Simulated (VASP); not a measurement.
# Ti (P6/mmm) in VASP: a series of runs

The runs below take Ti through single point, with PBE.

Program: VASP 6.6.1. These are calculated values, not measurements. Logs are shortened: lines on timing, memory, paths and dates and some standing lists are left out, and cuts for length are marked.

## (1) The cell of the first run

The structure is hexagonal, space group P6/mmm (No. 191). The conventional cell has a = 4.579 Å, b = 4.579 Å, c = 2.832 Å, α = 90.00°, β = 90.00°, γ = 120.00°. Within 3.7 Å of Ti (site symmetry 6/mmm) lie 14 Ti at 2.83 to 3.00 Å. Ti (site symmetry -6m2) has 11 Ti at 2.64 to 3.00 Å within 3.5 Å.

This isn't the form of Ti at room conditions, which is hcp.

## (2) Single point, PBE

File INCAR:

```
PREC = Accurate
ENCUT = 520
EDIFF = 1E-6
ISMEAR = 0
SIGMA = 0.1
LREAL = False
LASPH = True
NELM = 100
ALGO = Fast
ISIF = 2
LWAVE = False
LCHARG = False
GGA = PE
NBANDS = 25
```

File KPOINTS:

```
regular mesh
0
Gamma
  12 12 14
```

File POSCAR:

```
Ti
1.0
    4.5790987804      0.0000000000      0.0000000000
   -2.2895493902      3.9656158702      0.0000000000
    0.0000000000      0.0000000000      2.8317615649
Ti
3
Direct
    0.0000000000      0.0000000000      0.0000000000
    0.3333333333      0.6666666667      0.5000000000
    0.6666666667      0.3333333333      0.5000000000
```

Potentials or basis: VASP PAW PBE potentials, release 64 (Ti_sv).

On the command line:

```console
> cat potpaw_PBE.64/Ti_sv/POTCAR > POTCAR
> mpirun -np 1 vasp_std > vasp.out
```

OUTCAR:

```text
PREC = Accurate
   ENCUT = 520
   EDIFF = 1E-6
   ISMEAR = 0
   LREAL = False
   LASPH = True
   NELM = 100
   ISIF = 2
   GGA = PE

 ion  position               nearest neighbor table
   1  0.000  0.000  0.000-
   2  0.333  0.667  0.500-   3 2.64   3 2.64   3 2.64
   3  0.667  0.333  0.500-   2 2.64   2 2.64   2 2.64

  LATTYP: Found a hexagonal cell.
 ALAT       =     4.5790987804
 C/A-ratio  =     0.6184102376

  Lattice vectors:

 A1 = (   4.5790987804,   0.0000000000,   0.0000000000)
 A2 = (  -2.2895493902,   3.9656158702,   0.0000000000)
 A3 = (   0.0000000000,   0.0000000000,   2.8317615649)

Analysis of symmetry for initial positions (statically):
=====================================================================
 Subroutine PRICEL returns:
 Original cell was already a primitive cell.

 Routine SETGRP: Setting up the symmetry group for a
 hexagonal supercell.

 Subroutine GETGRP returns: Found 24 space group operations
 (whereof 24 operations were pure point group operations)
 out of a pool of 24 trial point group operations.

The static configuration has the point symmetry D_6h.

Analysis of symmetry for dynamics (positions and initial velocities):
=====================================================================
 Subroutine PRICEL returns:
 Original cell was already a primitive cell.

 Routine SETGRP: Setting up the symmetry group for a
 hexagonal supercell.

 Subroutine GETGRP returns: Found 24 space group operations
 (whereof 24 operations were pure point group operations)
 out of a pool of 24 trial point group operations.

The dynamic configuration has the point symmetry D_6h.

 Subroutine INISYM returns: Found 24 space group operations
 (whereof 24 operations are pure point group operations),
 and found     1 'primitive' translations

----------------------------------------------------------------------------------------

                                     Primitive cell

  volume of cell :      51.4218

  direct lattice vectors                    reciprocal lattice vectors
     4.579098780  0.000000000  0.000000000     0.218383583  0.126083821  0.000000000
    -2.289549390  3.965615870  0.000000000     0.000000000  0.252167641  0.000000000
     0.000000000  0.000000000  2.831761565     0.000000000  0.000000000  0.353137076

  length of vectors
     4.579098780  4.579098780  2.831761565     0.252167641  0.252167641  0.353137076

  position of ions in fractional coordinates (direct lattice)
     0.000000000  0.000000000  0.000000000
     0.333333333  0.666666667  0.500000000
     0.666666667  0.333333333  0.500000000

  ion indices of the primitive-cell ions
   primitive index   ion index
                 1           1
                 2           2
                 3           3

----------------------------------------------------------------------------------------

 KPOINTS: regular mesh

Automatic generation of k-mesh.
 Grid dimensions read from file:
 generate k-points for:   12   12   14

 Generating k-lattice:

  Cartesian coordinates                     Fractional coordinates (reciprocal lattice)
     0.018198632  0.010506985  0.000000000     0.083333333  0.000000000  0.000000000
     0.000000000  0.021013970  0.000000000     0.000000000  0.083333333  0.000000000
     0.000000000  0.000000000  0.025224077     0.000000000  0.000000000  0.071428571

  Length of vectors
     0.021013970  0.021013970  0.025224077

  Shift w.r.t. Gamma in fractional coordinates (k-lattice)
     0.000000000  0.000000000  0.000000000

 Subroutine IBZKPT returns following result:
 ===========================================

 Found    152 irreducible k-points:

 Following reciprocal coordinates:
            Coordinates               Weight
  0.000000  0.000000  0.000000      1.000000
  0.083333 -0.000000  0.000000      6.000000
  0.166667  0.000000  0.000000      6.000000
  0.250000 -0.000000  0.000000      6.000000
  0.333333  0.000000  0.000000      6.000000
  0.416667 -0.000000  0.000000      6.000000
[... 16 lines left out ...]
  0.250000 -0.000000  0.071429     12.000000
  0.333333  0.000000  0.071429     12.000000
 [... further k-points ...]
   k-points           NKPTS =    152   k-points in BZ     NKDIM =    152   number of bands    NBANDS=     25
   number of dos      NEDOS =    301   number of ions     NIONS =      3
   total plane-waves  NPLWV =  31104
   dimension x,y,z NGX =    36 NGY =   36 NGZ =   24
   dimension x,y,z NGXF=    72 NGYF=   72 NGZF=   48
   ions per type =               3
   NGX,Y,Z   is equivalent  to a cutoff of  13.07, 13.07, 14.09 a.u.
   NGXF,Y,Z  is equivalent  to a cutoff of  26.14, 26.14, 28.18 a.u.
 SYSTEM =  unknown system
   PREC   = accura    normal or accurate (medium, high low for compatibility)
   ISTART =      0    job   : 0-new  1-cont  2-samecut
   ICHARG =      2    charge: 1-file 2-atom 10-const
   ISPIN  =      1    spin polarized calculation?
   LNONCOLLINEAR =      F non collinear calculations
   LSORBIT =      F    spin-orbit coupling
   LASPH  =      T    aspherical Exc in radial PAW
   ENCUT  =  520.0 eV  38.22 Ry    6.18 a.u.   8.51  8.51  5.27*2*pi/ulx,y,z
   NELM   =    100;   NELMIN=  2; NELMDL= -5     # of ELM steps
   EDIFF  = 0.1E-05   stopping-criterion for ELM
   LREAL  =      F    real-space projection
   EDIFFG = 0.1E-04   stopping-criterion for IOM
   NSW    =      0    number of steps for IOM
   IBRION =     -1    ionic relax: 0-MD 1-quasi-New 2-CG
   NFREE  =      0    steps in history (QN), initial steepest desc. (CG)
   ISIF   =      2    stress and relaxation
   ISYM   =      2    0-nonsym 1-usesym 2-fastsym
   POTIM  = 0.5000    time-step for ionic-motion
   TEBEG  =    0.0;   TEEND  =   0.0 temperature during run
   PSTRESS=    0.0 pullay stress
   NELECT =      36.0000    total number of electrons
   NUPDOWN=      -1.0000    fix difference up-down
   EMIN   =  10.00;   EMAX   =-10.00  energy-range for DOS
   EFERMI =   0.00;   METHOD = LEGACY
   ISMEAR =     0;   SIGMA  =   0.10  broadening in eV -4-tet -1-fermi 0-gaus
   EFERMI_NEDOS =   21; number of points for ismear=-14 and -15
   IALGO  =     68    algorithm
   IMIX   =      4    mixing-type and parameters
     AMIX     =   0.40;   BMIX     =  1.00
     AMIX_MAG =   1.60;   BMIX_MAG =  1.00
  volume/ion in A,a.u.               =      17.14       115.67
  Fermi-wavevector in a.u.,A,eV,Ry     =   1.453650  2.747000 28.750452  2.113099
  Thomas-Fermi vector in A             =   2.570892
   LORBIT       =      0    0 simple, 1 ext, 2 COOP (PROOUT), +10 PAW based schemes
   GGA     = PE    functional components
   LHFCALC =     F    Hartree Fock is set to
   AEXX    =    0.0000 exact exchange contribution
   IVDW    =     0    specifies the selected vdW correction
   LEPSILON=     F    determine dielectric tensor
   LRPA    =     F    only Hartree local field effects (RPA)
 non-spin polarized calculation
 RMM-DIIS sequential band-by-band and
 Gauss-broadening in eV      SIGMA  =   0.10
  energy-cutoff  :      520.00
  volume of cell :       51.42
 maximum number of plane-waves:      1420
 NGX is ok and might be reduce to    36
   NGX = 17   NGY = 17   NGZ = 11

 number of electron      35.9999985 magnetization

 Free energy of the ion-electron system (eV)
  ---------------------------------------------------
  ext. energy  EPLUGINS =         0.00000000
  ---------------------------------------------------
  free energy    TOTEN  =       -23.52901119 eV

  energy without entropy =      -23.51547250  energy(sigma->0) =      -23.52224184

 E-fermi :   8.3604     XC(G=0): -11.5601

 val. band max:        8.3597070155   @ k =   0.2500   0.1667   0.0000
 cond. band min:       8.3691428184   @ k =   0.2500   0.2500   0.0000
 fundamental gap:      0.0094358029
 Fermi energy:         8.3603608945

 k-point     1 :       0.0000    0.0000    0.0000
  band No.  band energies     occupation
      1     -48.5335      2.00000
      2     -48.2683      2.00000
      3     -48.1054      2.00000
      4     -24.8462      2.00000
      5     -24.8462      2.00000
      6     -24.7302      2.00000
[... 17 lines left out ...]
     24      10.2411      0.00000
     25      10.2726      0.00000

 k-point     2 :       0.0833   -0.0000    0.0000
  band No.  band energies     occupation
      1     -48.5326      2.00000
      2     -48.2666      2.00000
      3     -48.1081      2.00000
      4     -24.8673      2.00000
      5     -24.8628      2.00000
      6     -24.7088      2.00000
[... 17 lines left out ...]
     24      10.0110      0.00000
     25      10.4769      0.00000

 k-point     3 :       0.1667    0.0000    0.0000
  band No.  band energies     occupation
      1     -48.5302      2.00000
      2     -48.2614      2.00000
      3     -48.1160      2.00000
      4     -24.9070      2.00000
      5     -24.8830      2.00000
      6     -24.6683      2.00000
[... 17 lines left out ...]
     24       9.8889      0.00000
     25      10.7808      0.00000

 k-point     4 :       0.2500   -0.0000    0.0000
  band No.  band energies     occupation
      1     -48.5270      2.00000
      2     -48.2528      2.00000
      3     -48.1281      2.00000
      4     -24.9457      2.00000
      5     -24.8850      2.00000
      6     -24.6285      2.00000
[... 17 lines left out ...]
     24      10.1322      0.00000
     25      10.9689      0.00000
[... 477 lines left out ...]
 k-point    22 :       0.1667    0.0000    0.0714
  band No.  band energies     occupation
      1     -48.5271      2.00000
      2     -48.2591      2.00000
      3     -48.1134      2.00000
      4     -24.9008      2.00000
      5     -24.8779      2.00000
      6     -24.6673      2.00000
[... 17 lines left out ...]
     24       9.9257      0.00000
     25      10.7979      0.00000

 k-point    23 :       0.2500   -0.0000    0.0714
  band No.  band energies     occupation
      1     -48.5240      2.00000
      2     -48.2504      2.00000
      3     -48.1255      2.00000
      4     -24.9387      2.00000
      5     -24.8805      2.00000
      6     -24.6289      2.00000
[... 17 lines left out ...]
     24      10.1152      0.00000
     25      11.0833      0.00000

 k-point    24 :       0.3333    0.0000    0.0714
  band No.  band energies     occupation
      1     -48.5211      2.00000
      2     -48.2389      2.00000
      3     -48.1404      2.00000
      4     -24.9689      2.00000
      5     -24.8632      2.00000
      6     -24.5982      2.00000
[... 17 lines left out ...]
     24      10.4214      0.00000
     25      10.9977      0.00000

 [... further k-points ...]
[... 5 lines left out ...]
  --------------------------------------------------------------------------------------
  -------------------------------------------------------------------------------------
  Total       -0.0968840     -0.0968840     -0.1067451      0.0000000      0.0000000      0.0000000
  in kB       -3.0186685     -3.0186685     -3.3259169      0.0000000      0.0000000      0.0000000
  external PRESSURE =      -3.1210846 kB  Pullay stress =       0.0000000 kB

 VOLUME and BASIS-vectors are now :
 -----------------------------------------------------------------------------
  energy-cutoff  :      520.00
  volume of cell :       51.42
      direct lattice vectors                 reciprocal lattice vectors
     4.579098780  0.000000000  0.000000000     0.218383583  0.126083821  0.000000000
    -2.289549390  3.965615870  0.000000000     0.000000000  0.252167641  0.000000000
     0.000000000  0.000000000  2.831761565     0.000000000  0.000000000  0.353137076

 POSITION                                       TOTAL-FORCE (eV/Angst)
 -----------------------------------------------------------------------------------
      0.00000      0.00000      0.00000         0.000000      0.000000      0.000000
     -0.00000      2.64374      1.41588        -0.000000      0.000000     -0.000000
      2.28955      1.32187      1.41588         0.000000     -0.000000      0.000000
 -----------------------------------------------------------------------------------
    total drift:                                0.000000      0.000000     -0.000000

  FREE ENERGIE OF THE ION-ELECTRON SYSTEM (eV)
  ---------------------------------------------------
  free  energy   TOTEN  =       -23.5290111924 eV

  energy  without entropy=      -23.5154724971  energy(sigma->0) =      -23.52224184
```

Run time: 16 min. Hardware: 1 thread of Intel Xeon 8259CL, shared host; peak memory 0.29 GiB.

What came out:

| Property | Result |
| --- | --- |
| Free energy | -23.5290 eV |
| Pressure | -0.3 GPa |
| Band gap on the k mesh | zero (bands 18 and 19 overlap by 0.26 eV) |

Levels at points of the mesh, in eV from the Fermi level:
| k point | band 15 | band 16 | band 17 | band 18 | band 19 | band 20 | band 21 | band 22 |
| --- | --- | --- | --- | --- | --- | --- | --- | --- |
| (0.00, 0.00, 0.00) | -0.71 | -0.71 | -0.61 | -0.61 | -0.03 | 0.68 | 1.29 | 1.29 |
| (0.50, 0.00, 0.00) | -2.61 | -0.40 | -0.38 | -0.35 | 0.06 | 0.53 | 1.04 | 1.10 |
| (0.00, 0.00, 0.50) | -2.07 | -1.73 | -1.61 | -1.61 | 1.06 | 1.06 | 1.25 | 1.25 |
| (0.50, 0.00, 0.50) | -1.68 | -1.16 | -0.68 | -0.63 | 0.36 | 0.81 | 0.92 | 1.04 |

## (3) Single point, PBE

File INCAR:

```
SYSTEM = Ti
ALGO     = Fast           ! electronic algorithm
EDIFF    = 1E-6           ! SCF threshold, eV
ENCUT    = 520            ! plane-wave cutoff, eV
GGA      = PE             ! functional
ISIF     = 2              ! what is computed and relaxed
ISMEAR   = 0              ! smearing method
LASPH    = .True.         ! aspherical terms in the spheres
LCHARG   = .False.        ! write CHGCAR
LREAL    = .False.        ! projectors in reciprocal space
LWAVE    = .False.        ! write WAVECAR
NBANDS   = 25             ! bands
NELM     = 60             ! most SCF steps
PREC     = Accurate       ! precision mode
SIGMA    = 0.15           ! smearing width, eV
```

File KPOINTS:

```
k-points
0
Gamma
  12 12 14
  0 0 0
```

POSCAR is that of step 2.

Potentials or basis: VASP PAW PBE potentials, release 64 (Ti_sv).

On the command line:

```console
> cat potpaw_PBE.64/Ti_sv/POTCAR > POTCAR
> mpirun -np 1 vasp_std > vasp.out
```

It took 11 min on 1 thread of Intel Xeon 8259CL, shared host; peak memory 0.29 GiB.

Results (log left out):

```
Free energy            : -23.5377 eV
Pressure               : -0.3 GPa
Band gap on the k mesh : zero (bands 18 and 19 overlap by 0.26 eV)
```

Levels at points of the mesh, in eV from the Fermi level:
| k point | band 16 | band 17 | band 18 | band 19 | band 20 | band 21 |
| --- | --- | --- | --- | --- | --- | --- |
| (0.00, 0.00, 0.00) | -0.70 | -0.61 | -0.61 | -0.02 | 0.69 | 1.30 |
| (0.50, 0.00, 0.00) | -0.40 | -0.38 | -0.34 | 0.07 | 0.54 | 1.05 |
| (0.00, 0.00, 0.50) | -1.73 | -1.60 | -1.60 | 1.06 | 1.06 | 1.25 |
| (0.50, 0.00, 0.50) | -1.15 | -0.67 | -0.62 | 0.37 | 0.82 | 0.93 |
